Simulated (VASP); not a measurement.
# Ru (Im-3m) in VASP: further runs

Runs on Ru. Level: PBE. Tasks: single point, relaxation of cell and atoms.

Program: VASP 6.6.1. These are calculated values, not measurements. Logs are shortened: lines on timing, memory, paths and dates and some standing lists are left out, and cuts for length are marked.

### 1 The cell of the first run

The structure is cubic, space group Im-3m (No. 229). The conventional cell has a = 3.053 Å, b = 3.053 Å, c = 3.053 Å, α = 90.00°, β = 90.00°, γ = 90.00°. Ru (site symmetry m-3m) has 14 Ru at 2.64 to 3.05 Å within 3.5 Å.

This isn't the form of Ru at room conditions, which is hcp.

### 2 Single point, PBE

File INCAR:

```
ALGO = Normal
EDIFF = 1E-6
ENCUT = 520
GGA = PE
ISIF = 2
ISMEAR = -1
LASPH = T
LCHARG = F
LREAL = F
LWAVE = F
NBANDS = 13
NELM = 80
PREC = Accurate
SIGMA = 0.05
```

File KPOINTS:

```
k-points
0
Gamma
  19 19 19
```

File POSCAR:

```
Ru
1.0
   -1.5266532387      1.5266532387      1.5266532387
    1.5266532387     -1.5266532387      1.5266532387
    1.5266532387      1.5266532387     -1.5266532387
Ru
1
Direct
    0.0000000000      0.0000000000      0.0000000000
```

Potentials or basis: VASP PAW PBE potentials, release 64 (Ru_pv).

Launch:

```console
> cat potpaw_PBE.64/Ru_pv/POTCAR > POTCAR
> mpirun -np 1 vasp_std > vasp.out
```

OUTCAR:

```text
EDIFF = 1E-6
   ENCUT = 520
   GGA = PE
   ISIF = 2
   ISMEAR = -1
   LASPH = T
   LREAL = F
   NELM = 80
   PREC = Accurate

 ion  position               nearest neighbor table
   1  0.000  0.000  0.000-

  LATTYP: Found a body centered cubic cell.
 ALAT       =     3.0533064774

  Lattice vectors:

 A1 = (  -1.5266532387,   1.5266532387,   1.5266532387)
 A2 = (   1.5266532387,  -1.5266532387,   1.5266532387)
 A3 = (   1.5266532387,   1.5266532387,  -1.5266532387)

Analysis of symmetry for initial positions (statically):
=====================================================================
 Subroutine PRICEL returns:
 Original cell was already a primitive cell.

 Routine SETGRP: Setting up the symmetry group for a
 body centered cubic supercell.

 Subroutine GETGRP returns: Found 48 space group operations
 (whereof 48 operations were pure point group operations)
 out of a pool of 48 trial point group operations.

The static configuration has the point symmetry O_h .

Analysis of symmetry for dynamics (positions and initial velocities):
=====================================================================
 Subroutine PRICEL returns:
 Original cell was already a primitive cell.

 Routine SETGRP: Setting up the symmetry group for a
 body centered cubic supercell.

 Subroutine GETGRP returns: Found 48 space group operations
 (whereof 48 operations were pure point group operations)
 out of a pool of 48 trial point group operations.

The dynamic configuration has the point symmetry O_h .

 Subroutine INISYM returns: Found 48 space group operations
 (whereof 48 operations are pure point group operations),
 and found     1 'primitive' translations

----------------------------------------------------------------------------------------

                                     Primitive cell

  volume of cell :      14.2325

  direct lattice vectors                    reciprocal lattice vectors
    -1.526653239  1.526653239  1.526653239     0.000000000  0.327513798  0.327513798
     1.526653239 -1.526653239  1.526653239     0.327513798  0.000000000  0.327513798
     1.526653239  1.526653239 -1.526653239     0.327513798  0.327513798  0.000000000

  length of vectors
     2.644240975  2.644240975  2.644240975     0.463174455  0.463174455  0.463174455

  position of ions in fractional coordinates (direct lattice)
     0.000000000  0.000000000  0.000000000

  ion indices of the primitive-cell ions
   primitive index   ion index
                 1           1

----------------------------------------------------------------------------------------

 KPOINTS: k-points

Automatic generation of k-mesh.
 Grid dimensions read from file:
 generate k-points for:   19   19   19

 Generating k-lattice:

  Cartesian coordinates                     Fractional coordinates (reciprocal lattice)
     0.000000000  0.017237568  0.017237568     0.052631579  0.000000000  0.000000000
     0.017237568  0.000000000  0.017237568     0.000000000  0.052631579  0.000000000
     0.017237568  0.017237568  0.000000000     0.000000000  0.000000000  0.052631579

  Length of vectors
     0.024377603  0.024377603  0.024377603

  Shift w.r.t. Gamma in fractional coordinates (k-lattice)
     0.000000000  0.000000000  0.000000000

 Subroutine IBZKPT returns following result:
 ===========================================

 Found    220 irreducible k-points:

 Following reciprocal coordinates:
            Coordinates               Weight
  0.000000  0.000000  0.000000      1.000000
  0.052632  0.000000  0.000000     12.000000
  0.105263  0.000000  0.000000     12.000000
  0.157895  0.000000  0.000000     12.000000
  0.210526  0.000000  0.000000     12.000000
  0.263158  0.000000  0.000000     12.000000
[... 16 lines left out ...]
  0.263158  0.105263  0.000000     48.000000
  0.315789  0.105263  0.000000     48.000000
 [... further k-points ...]
   k-points           NKPTS =    220   k-points in BZ     NKDIM =    220   number of bands    NBANDS=     13
   number of dos      NEDOS =    301   number of ions     NIONS =      1
   total plane-waves  NPLWV =   8000
   dimension x,y,z NGX =    20 NGY =   20 NGZ =   20
   dimension x,y,z NGXF=    40 NGYF=   40 NGZF=   40
   ions per type =               1
   NGX,Y,Z   is equivalent  to a cutoff of  12.57, 12.57, 12.57 a.u.
   NGXF,Y,Z  is equivalent  to a cutoff of  25.15, 25.15, 25.15 a.u.
 SYSTEM =  unknown system
   PREC   = accura    normal or accurate (medium, high low for compatibility)
   ISTART =      0    job   : 0-new  1-cont  2-samecut
   ICHARG =      2    charge: 1-file 2-atom 10-const
   ISPIN  =      1    spin polarized calculation?
   LNONCOLLINEAR =      F non collinear calculations
   LSORBIT =      F    spin-orbit coupling
   LASPH  =      T    aspherical Exc in radial PAW
   ENCUT  =  520.0 eV  38.22 Ry    6.18 a.u.   4.92  4.92  4.92*2*pi/ulx,y,z
   NELM   =     80;   NELMIN=  2; NELMDL= -5     # of ELM steps
   EDIFF  = 0.1E-05   stopping-criterion for ELM
   LREAL  =      F    real-space projection
   EDIFFG = 0.1E-04   stopping-criterion for IOM
   NSW    =      0    number of steps for IOM
   IBRION =     -1    ionic relax: 0-MD 1-quasi-New 2-CG
   NFREE  =      0    steps in history (QN), initial steepest desc. (CG)
   ISIF   =      2    stress and relaxation
   ISYM   =      2    0-nonsym 1-usesym 2-fastsym
   POTIM  = 0.5000    time-step for ionic-motion
   TEBEG  =    0.0;   TEEND  =   0.0 temperature during run
   PSTRESS=    0.0 pullay stress
   NELECT =      14.0000    total number of electrons
   NUPDOWN=      -1.0000    fix difference up-down
   EMIN   =  10.00;   EMAX   =-10.00  energy-range for DOS
   EFERMI =   0.00;   METHOD = LEGACY
   ISMEAR =    -1;   SIGMA  =   0.05  broadening in eV -4-tet -1-fermi 0-gaus
   EFERMI_NEDOS =   21; number of points for ismear=-14 and -15
   IALGO  =     38    algorithm
   IMIX   =      4    mixing-type and parameters
     AMIX     =   0.40;   BMIX     =  1.00
     AMIX_MAG =   1.60;   BMIX_MAG =  1.00
  volume/ion in A,a.u.               =      14.23        96.05
  Fermi-wavevector in a.u.,A,eV,Ry     =   1.628135  3.076729 36.066649  2.650824
  Thomas-Fermi vector in A             =   2.720816
   LORBIT       =      0    0 simple, 1 ext, 2 COOP (PROOUT), +10 PAW based schemes
   GGA     = PE    functional components
   LHFCALC =     F    Hartree Fock is set to
   AEXX    =    0.0000 exact exchange contribution
   IVDW    =     0    specifies the selected vdW correction
   LEPSILON=     F    determine dielectric tensor
   LRPA    =     F    only Hartree local field effects (RPA)
 non-spin polarized calculation
  energy-cutoff  :      520.00
  volume of cell :       14.23
 maximum number of plane-waves:       394
   NGX =  9   NGY =  9   NGZ =  9

 number of electron      14.0000005 magnetization

 Free energy of the ion-electron system (eV)
  ---------------------------------------------------
  ext. energy  EPLUGINS =         0.00000000
  ---------------------------------------------------
  free energy    TOTEN  =        -8.61531024 eV

  energy without entropy =       -8.59819991  energy(sigma->0) =       -8.60675507

 E-fermi :  12.1650     XC(G=0): -13.8173

 val. band max:       12.1527203365   @ k =   0.2105   0.0000   0.0000
 cond. band min:      12.1663886853   @ k =   0.3158   0.2105   0.0526
 fundamental gap:      0.0136683488
 Fermi energy:        12.1649685429

 k-point     1 :       0.0000    0.0000    0.0000
  band No.  band energies     occupation
      1     -30.4014      2.00000
      2     -30.4014      2.00000
      3     -30.4014      2.00000
      4       4.2913      2.00000
      5       9.4247      2.00000
      6       9.4247      2.00000
      7       9.4247      2.00000
      8      12.0673      1.75144
      9      12.0673      1.75144
     10      22.7216      0.00000
     11      29.2870      0.00000
     12      29.2870      0.00000
     13      29.2870      0.00000

 k-point     2 :       0.0526    0.0000    0.0000
  band No.  band energies     occupation
      1     -30.4277      2.00000
      2     -30.4098      2.00000
      3     -30.4014      2.00000
      4       4.4114      2.00000
      5       9.3700      2.00000
      6       9.4217      2.00000
      7       9.5266      2.00000
      8      11.9944      1.93617
      9      12.0706      1.73685
     10      22.7216      0.00000
     11      29.3521      0.00000
     12      29.4119      0.00000
     13      29.4720      0.00000

 k-point     3 :       0.1053    0.0000    0.0000
  band No.  band energies     occupation
      1     -30.5033      2.00000
      2     -30.4342      2.00000
      3     -30.4016      2.00000
      4       4.7573      2.00000
      5       9.2152      2.00000
      6       9.4047      2.00000
      7       9.8279      2.00000
      8      11.8201      1.99798
      9      12.0825      1.67758
     10      22.7216      0.00000
     11      29.4864      0.00000
     12      29.6777      0.00000
     13      30.0138      0.00000

 k-point     4 :       0.1579    0.0000    0.0000
  band No.  band energies     occupation
      1     -30.6191      2.00000
      2     -30.4718      2.00000
      3     -30.4019      2.00000
      4       5.2791      2.00000
      5       8.9854      2.00000
      6       9.3687      2.00000
      7      10.3149      2.00000
      8      11.6517      1.99993
      9      12.1081      1.51407
     10      22.7216      0.00000
     11      29.4936      0.00000
     12      29.7596      0.00000
     13      30.8754      0.00000

 k-point     5 :       0.2105    0.0000    0.0000
  band No.  band energies     occupation
      1     -30.7611      2.00000
      2     -30.5183      2.00000
      3     -30.4023      2.00000
      4       5.8635      2.00000
      5       8.7137      2.00000
      6       9.3787      2.00000
      7      10.9635      2.00000
      8      11.5857      1.99998
      9      12.1527      1.12187
     10      22.7216      0.00000
     11      29.1248      0.00000
     12      29.2432      0.00000
     13      32.0002      0.00000
[... 257 lines left out ...]
 k-point    22 :       0.2105    0.1053    0.0000
  band No.  band energies     occupation
      1     -30.9387      2.00000
      2     -30.5723      2.00000
      3     -30.4368      2.00000
      4       6.6140      2.00000
      5       8.4861      2.00000
      6       9.1494      2.00000
      7      11.4493      2.00000
      8      12.2396      0.36689
      9      12.4869      0.00319
     10      22.7214      0.00000
     11      27.9953      0.00000
     12      28.5033      0.00000
     13      32.5085      0.00000

 k-point    23 :       0.2632    0.1053    0.0000
  band No.  band energies     occupation
      1     -31.0644      2.00000
      2     -30.6290      2.00000
      3     -30.4388      2.00000
      4       6.7551      2.00000
      5       8.2362      2.00000
      6       9.6579      2.00000
      7      11.6034      1.99997
      8      12.4745      0.00409
      9      13.3304      0.00000
     10      22.7212      0.00000
     11      26.3782      0.00000
     12      27.6537      0.00000
     13      32.1523      0.00000

 k-point    24 :       0.3158    0.1053    0.0000
  band No.  band energies     occupation
      1     -31.1710      2.00000
      2     -30.6786      2.00000
      3     -30.4401      2.00000
      4       6.6644      2.00000
      5       8.0379      2.00000
      6      10.3757      2.00000
      7      11.8149      1.99818
      8      12.6200      0.00022
      9      14.3303      0.00000
     10      22.7207      0.00000
     11      24.6695      0.00000
     12      26.8753      0.00000
     13      30.9562      0.00000

 [... further k-points ...]

------------------------ aborting loop because EDIFF is reached ----------------------------------------

  FORCE on cell =-STRESS in cart. coord.  units (eV):
  Direction    XX          YY          ZZ          XY          YZ          ZX
  --------------------------------------------------------------------------------------
  -------------------------------------------------------------------------------------
  Total       -0.0076215     -0.0076215     -0.0076215      0.0000000      0.0000000      0.0000000
  in kB       -0.8579642     -0.8579642     -0.8579642      0.0000000      0.0000000      0.0000000
  external PRESSURE =      -0.8579642 kB  Pullay stress =       0.0000000 kB

 VOLUME and BASIS-vectors are now :
 -----------------------------------------------------------------------------
  energy-cutoff  :      520.00
  volume of cell :       14.23
      direct lattice vectors                 reciprocal lattice vectors
    -1.526653239  1.526653239  1.526653239     0.000000000  0.327513798  0.327513798
     1.526653239 -1.526653239  1.526653239     0.327513798  0.000000000  0.327513798
     1.526653239  1.526653239 -1.526653239     0.327513798  0.327513798  0.000000000

 POSITION                                       TOTAL-FORCE (eV/Angst)
 -----------------------------------------------------------------------------------
      0.00000      0.00000      0.00000        -0.000000      0.000000     -0.000000
 -----------------------------------------------------------------------------------
    total drift:                                0.000000     -0.000000      0.000000

  FREE ENERGIE OF THE ION-ELECTRON SYSTEM (eV)
  ---------------------------------------------------
  free  energy   TOTEN  =        -8.6153102377 eV

  energy  without entropy=       -8.5981999055  energy(sigma->0) =       -8.60675507
```

Run time: 18 s. Hardware: 1 thread of Intel Xeon Platinum 8488C (Sapphire Rapids), shared host; peak memory 0.15 GiB.

Results:

| Item | Value |
| --- | --- |
| Free energy | -8.6153 eV |
| Pressure | -0.1 GPa |
| Band gap on the k mesh | zero (bands 7 and 8 overlap by 3.48 eV) |

### 3 Relaxation of cell and atoms, PBE

File INCAR:

```
PREC = Accurate
ENCUT = 600
EDIFF = 1E-6
ISMEAR = -1
SIGMA = 0.05
LREAL = F
LASPH = T
NELM = 100
ALGO = Normal
ISIF = 3
LWAVE = F
LCHARG = F
GGA = PE
IBRION = 2
NSW = 80
EDIFFG = -0.01
```

File KPOINTS:

```
Automatic mesh
0
Gamma
  19 19 19
```

POSCAR is that of step 2.

Potentials or basis: VASP PAW PBE potentials, release 64 (Ru_pv).

Launch:

```console
> cat potpaw_PBE.64/Ru_pv/POTCAR > POTCAR
> mpirun -np 1 vasp_std > vasp.out
```

It took 34 s on 1 thread of Intel Xeon Platinum 8488C (Sapphire Rapids), shared host; peak memory 0.17 GiB.

It converged, with:

```yaml
Free_energy: -8.6153 eV
Relaxed_volume: 14.23 Å³/atom
Relaxed_cell: a = 2.644 Å, b = 2.644 Å, c = 2.644 Å, α = 109.47°, β = 109.47°, γ = 109.47°
Space_group_after_relaxing_to_0.1_Å: Im-3m (No. 229)
Energy_gained_by_relaxing: 0.0 meV/atom
Ionic_steps: 3
Pressure_after_relaxing: 0.1 GPa
Band_gap_on_the_k_mesh: zero (bands 7 and 8 overlap by 3.49 eV)
```

Final structure:
```xyz
1
Lattice="-1.5264 1.5264 1.5264 1.5264 -1.5264 1.5264 1.5264 1.5264 -1.5264" Properties=species:S:1:pos:R:3 pbc="T T T"
Ru    0.0000    0.0000    0.0000
```

Levels at points of the mesh, in eV from the Fermi level:
| k point | band 4 | band 5 | band 6 | band 7 | band 8 | band 9 | band 10 | band 11 |
| --- | --- | --- | --- | --- | --- | --- | --- | --- |
| (0.00, 0.00, 0.00) | -7.88 | -2.74 | -2.74 | -2.74 | -0.10 | -0.10 | 10.56 | 17.12 |

### 4 Relaxation of cell and atoms, PBE

This run uses another cell than the first one, of 13.64 Å³/atom.

File INCAR:

```
ALGO = Normal ; EDIFF = 1E-7
EDIFFG = -0.01 ; ENCUT = 500
GGA = PE ; GGA_COMPAT = F
IBRION = 2 ; ISIF = 3
ISMEAR = -1 ; LASPH = T
LCHARG = F ; LREAL = F
LWAVE = F ; NELM = 120
NELMIN = 4 ; NSW = 80
PREC = Accurate ; SIGMA = 0.05
```

File KPOINTS:

```
k-points
0
Gamma
  19 19 19
```

File POSCAR:

```
Ru
1.0
   -1.5050000000      1.5050000000      1.5050000000
    1.5050000000     -1.5050000000      1.5050000000
    1.5050000000      1.5050000000     -1.5050000000
Ru
1
Direct
    0.0000000000      0.0000000000      0.0000000000
```

Launch:

```console
> cat potpaw_PBE.64/Ru_pv/POTCAR > POTCAR
> mpirun -np 1 vasp_std > vasp.out
```

Run time: 35 s. Hardware: 1 thread of Intel Xeon 6975P-C (Granite Rapids), shared host; peak memory 0.15 GiB.

Results (log left out):

```yaml
Free_energy: -8.6150 eV
Relaxed_volume: 14.23 Å³/atom
Relaxed_cell: a = 2.644 Å, b = 2.644 Å, c = 2.644 Å, α = 109.47°, β = 109.47°, γ = 109.47°
Space_group_after_relaxing_to_0.1_Å: Im-3m (No. 229)
Energy_gained_by_relaxing: 23.6 meV/atom
Ionic_steps: 4
Pressure_after_relaxing: 0.0 GPa
Band_gap_on_the_k_mesh: zero (bands 7 and 8 overlap by 3.49 eV)
```

The path:
```
step  energy change (eV)  largest force (eV/Å)  pressure (GPa)  volume (Å³)
   1              0.0000                0.0000           13.29        13.64
   2              0.1286                0.0000          -24.65        15.99
   3             -0.0236                0.0000           -0.55        14.26
   4             -0.0236                0.0000           -0.04        14.23
```

Final structure:
```
CELL_PARAMETERS angstrom
-1.52662 1.52662 1.52662
1.52662 -1.52662 1.52662
1.52662 1.52662 -1.52662
ATOMIC_POSITIONS crystal
Ru 0.00000 0.00000 0.00000
```

Levels at points of the mesh, in eV from the Fermi level:
| k point | band 3 | band 4 | band 5 | band 6 | band 7 | band 8 | band 9 | band 10 | band 11 |
| --- | --- | --- | --- | --- | --- | --- | --- | --- | --- |
| (0.00, 0.00, 0.00) | -42.57 | -7.87 | -2.74 | -2.74 | -2.74 | -0.10 | -0.10 | 10.56 | 17.12 |

### 5 Summary

```csv
task,cell,cutoff (eV),gap on the mesh (eV),pressure (GPa),relaxed volume (Å³/atom)
single point,"a = 2.644 Å, angles 109.5°, 1 atom",520,none,-0.1,-
relaxation of cell and atoms,"relaxed from a = 2.644 Å, angles 109.5°, 1 atom",600,none,0.1,14.23
relaxation of cell and atoms,"relaxed from a = 2.607 Å, angles 109.5°, 1 atom",500,none,0.0,14.23
```

Alike in all rows: level PBE; potentials or basis VASP PAW PBE potentials, release 64 (Ru_pv); no spin polarisation; k mesh 19 × 19 × 19; smearing fermi-dirac 0.05 eV.

Total energies depend on the potentials used, so only differences within one code and one set of settings carry meaning.
